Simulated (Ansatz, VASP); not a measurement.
## SrTiO3: VASP beside Ansatz

INCAR

```
ALGO = Normal
EDIFF = 1E-6
ENCUT = 520
GGA = PS
ISIF = 2
ISMEAR = -1
LASPH = True
LCHARG = False
LREAL = False
LWAVE = False
NBANDS = 28
NELM = 60
PREC = Accurate
SIGMA = 0.05
```

The input KPOINTS:

```
k-points
0
Gamma
  7 7 7
```

The input POSCAR:

```
SrTiO3
1.0
    3.8919397018      0.0000000000      0.0000000000
    0.0000000000      3.8919397018      0.0000000000
    0.0000000000      0.0000000000      3.8919397018
Sr Ti O
1 1 3
Direct
    0.0000000000      0.0000000000      0.0000000000
    0.5000000000      0.5000000000      0.5000000000
    0.0000000000      0.5000000000      0.5000000000
    0.5000000000      0.0000000000      0.5000000000
    0.5000000000      0.5000000000      0.0000000000
```

Input for Ansatz:

```yaml
crystal:
  lattice:
    - [3.8919397018, 0.0, 0.0]
    - [0.0, 3.8919397018, 0.0]
    - [0.0, 0.0, 3.8919397018]
  atoms:
    - { symbol: Sr, position: [0.0, 0.0, 0.0] }
    - { symbol: Ti, position: [0.5, 0.5, 0.5] }
    - { symbol: O, position: [0.0, 0.5, 0.5] }
    - { symbol: O, position: [0.5, 0.0, 0.5] }
    - { symbol: O, position: [0.5, 0.5, 0.0] }
kpoints:
  mp_grid: { grid: [7, 7, 7] }
  band_path:
    path:
      - [0.0, 0.0, 0.0]
      - [0.0, 0.5, 0.0]
      - [0.5, 0.5, 0.0]
      - [0.0, 0.0, 0.0]
      - [0.5, 0.5, 0.5]
      - [0.0, 0.5, 0.0]
      - [0.5, 0.5, 0.5]
      - [0.5, 0.5, 0.0]
    npoints: 5
scf:
  occupations: { method: fermi_dirac, width: 0.05 }
hamiltonian:
  xc: pbesol
  pseudopotentials: { kind: all_electron, lapw: { basis_error: 0.001 } }
output:
  forces: true
  stress: true
  eigenvalues: true
```

Change from the starting cell: volume scaled by 0.99.

Alike in both runs: task single point; functional PBEsol; k mesh 7 × 7 × 7; occupations fermi-dirac, width 0.05 eV; no spin polarisation.

|  | VASP | Ansatz |
| --- | --- | --- |
| version | VASP 6.6.1 | Ansatz 0.2.0 |
| potentials or method | VASP PAW PBE potentials, release 64 (Sr_sv, Ti_sv, O), cutoff 520 eV | all-electron LAPW, scalar-relativistic |

|  | VASP | Ansatz | Ansatz less VASP |
| --- | --- | --- | --- |
| gap on the k mesh at the Fermi level (eV) | 1.89 | 1.91 | +0.027 |
| pressure (GPa) | 0.6 | -0.1 | -0.70 |

VASP's potentials were made for PBE, not for PBEsol. Ansatz ran all-electron here, and VASP with PAW potentials.
